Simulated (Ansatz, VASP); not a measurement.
# Ag in VASP and in Ansatz

```
Ag
1.0
    -1.61247    1.61247    1.61247
     1.61247   -1.61247    1.61247
     1.61247    1.61247   -1.61247
Ag
1
Direct
  0.00000 0.00000 0.00000
```

Alike in both runs: functional PBEsol; k mesh 24 × 24 × 24; occupations gaussian, width 0.1 eV; no spin polarisation.

Ansatz relaxed the structure, and its values are those at the end. VASP's run is a single point on that final structure, the one shown.

|  | VASP | Ansatz |
| --- | --- | --- |
| version | VASP 6.6.1 | Ansatz 0.2.0 |
| potentials or method | VASP PAW PBE potentials, release 64 (Ag), cutoff 520 eV | scalar-relativistic, plane waves, PAW |
| valence electrons in the cell | 11 | 19 |

```tsv
	VASP	Ansatz	Ansatz less VASP
gap on the k mesh at the Fermi level (eV)	none	none	-
pressure (GPa)	-0.2	0.0	+0.22
```

VASP's potentials were made for PBE, not for PBEsol. A gap of «none» marks a metal or a gap that the smearing closes. VASP's potentials hold 11 valence electrons a cell and Ansatz's 19, so a difference there can come from the potentials and not from the codes.
